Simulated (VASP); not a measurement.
Set up this calculation in VASP 6.6.1, as the native input.

| Property | Result |
| --- | --- |
| Task | single point |
| Functional | PBE |
| Potentials or basis | VASP PAW PBE potentials, release 64 (Tb_3, Ga_d, O), 4f in core |
| Cutoff | 600 eV |
| k mesh | 10 × 10 × 4 |
| Occupations | gaussian, width 0.1 eV |
| Spin | no spin polarisation |
| Dipole correction | no |
| Mended | yes |
| Further INCAR settings | ALGO = Normal; EDIFF = 1e-06; NBANDS = 36 |

The structure of TbGa2O3 lies in POSCAR:

```
TbGa2O3
1.0
    3.2460467888      0.0000000000      0.0000000000
    0.0000000000      3.2460467888      0.0000000000
    0.0000000000      0.0000000000      8.6499165029
Tb Ga O
1 2 3
Direct
    0.5000000000      0.5000000000      0.5000000000
    0.0000000000      0.0000000000      0.1585401765
    0.0000000000      0.0000000000      0.8414598235
    0.5000000000      0.5000000000      0.2280752226
    0.5000000000      0.5000000000      0.7719247774
    0.0000000000      0.0000000000      0.5000000000
```

The input as run:

INCAR

```
SYSTEM = TbGa2O3
  PREC = Accurate
  ENCUT = 600
  EDIFF = 1E-6
  ISMEAR = 0
  SIGMA = 0.1
  LREAL = .False.
  LASPH = .True.
  NELM = 200
  ALGO = Normal
  ISIF = 2
  LWAVE = .False.
  LCHARG = .False.
  GGA = PE
  NBANDS = 36
  GGA_COMPAT = .False.
  LMAXMIX = 6
```

KPOINTS

```
Automatic mesh
0
Gamma
  10 10 4
  0 0 0
```

Potentials or basis: VASP PAW PBE potentials, release 64 (Tb_3, Ga_d, O), 4f in core.

Launch:

```sh
$ cat potpaw_PBE.64/Tb_3/POTCAR potpaw_PBE.64/Ga_d/POTCAR potpaw_PBE.64/O/POTCAR > POTCAR
$ mpirun -np 1 vasp_std > vasp.out
```

Results of the run:

- Pressure: -4.5 GPa
- Largest force: 0.023 eV/Å
- Band gap on the k mesh: zero (an odd number of electrons rules out a gap without spin polarisation)

Caveat: the cell stands under tension; spin-orbit coupling is left out, which moves the levels of the heavy elements; the 4f electrons are frozen in the core, so they carry no moment and show no levels; an odd number of electrons without spin polarisation forces a metal; a magnetic or distorted state may lie lower; the run has no spin polarisation, though such a crystal can be magnetic.

Run time: 2.1 min on 1 thread of Intel(R) Xeon(R) 6975P-C (Granite Rapids), with other jobs on the host, peak memory 0.39 GiB.
